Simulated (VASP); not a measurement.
# YSe2: single point with r2SCAN

Crystal: YSe2.

```
Y Se
1.0
    -2.06275    2.86821    6.74163
     2.06275   -2.86821    6.74163
     2.06275    2.86821   -6.74163
Y Se
2 4
Direct
  0.84922 0.84922 0.00000
  0.15078 0.15078 0.00000
  0.70659 0.20659 0.50000
  0.29341 0.79341 0.50000
  0.78971 0.50000 0.28971
  0.21029 0.50000 0.71029
```

```yaml
Program: VASP 6.6.1
Task: single point
Functional: r2SCAN
Potentials_or_basis: VASP PAW PBE potentials, release 64 (Y_sv, Se)
Cutoff: 520 eV
k_mesh: 6 × 6 × 6
Occupations: gaussian, width 0.01 eV
Spin: no spin polarisation
```

| Property | Result |
| --- | --- |
| Pressure | -1.9 GPa |
| Largest force | 0.267 eV/Å |
| Band gap on the k mesh | 0.54 eV (least direct gap 1.13 eV) |

Forces on the atoms (eV/Å):
```
Y    0.000  0.000 -0.117
Y    0.000  0.000  0.117
Se   0.000  0.000  0.142
Se   0.000  0.000 -0.142
Se   0.000  0.267  0.000
Se   0.000 -0.267  0.000
```

Stress tensor (GPa, compression positive):
```
-1.87  0.00  0.00
 0.00 -2.12  0.00
 0.00  0.00 -1.76
```

Levels at points of the mesh, in eV from the valence-band top:
```
           k point  band 21  band 22  band 23  band 24  band 25  band 26
(0.00, 0.00, 0.00)    -0.70    -0.32    -0.19     1.72     2.91     3.11
(0.50, 0.00, 0.00)    -1.29    -0.80    -0.67     0.58     1.65     2.96
(0.00, 0.50, 0.00)    -1.51    -1.20    -1.07     2.87     3.55     3.78
(0.50, 0.50, 0.00)    -1.48    -1.06    -0.84     0.65     3.25     3.73
(0.50, 0.50, 0.50)    -0.72    -0.66     0.00     1.30     2.86     3.27
```

It took 19 min on 1 thread of Intel(R) Xeon(R) 6975P-C (Granite Rapids), with other jobs on the host, peak memory 0.67 GiB.

Caveat: semilocal functionals underestimate gaps, and a narrow one can read as zero; the PAW data sets were made with another functional, which shifts forces and pressure a little. A k mesh can miss the band edges.
